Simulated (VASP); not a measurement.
PbF2, 3 atoms in the cell. Symmetry: Fm-3m, No. 225, cubic system. The conventional cell has a = 5.916 Å, b = 5.916 Å, c = 5.916 Å, α = 90.00°, β = 90.00°, γ = 90.00°. Pb (site symmetry m-3m) has 8 F at 2.56 Å within 3.4 Å. F (site symmetry -43m) has 4 Pb at 2.56 Å and 6 F at 2.96 Å within 3.4 Å. 

```yaml
Program: VASP 6.6.1
Task: single point
Functional: PBE
Dispersion: D3(BJ)
Potentials_or_basis: VASP PAW PBE potentials, release 64 (Pb_d, F)
Cutoff: 600 eV
k_mesh: 2 × 2 × 2
Occupations: gaussian, width 0.1 eV
Spin: no spin polarisation
Dipole_correction: no
Further_INCAR_settings: ALGO = Normal; EDIFF = 1e-06; NBANDS = 21
```

Potentials or basis: VASP PAW PBE potentials, release 64 (Pb_d, F).

Launch:

```bash
$ cat potpaw_PBE.64/Pb_d/POTCAR potpaw_PBE.64/F/POTCAR > POTCAR
$ mpirun -np 1 vasp_std > vasp.out
```

Hardware: 1 thread of AMD EPYC 9R45 (Zen 5) (shared host).

Problem. How long does it take, and how much memory?

Solution. Run time: 9.1 s on 1 thread of AMD EPYC 9R45 (Zen 5), with other jobs on the host, peak memory 0.17 GiB. Counts: scf iterations 13, k points 3.
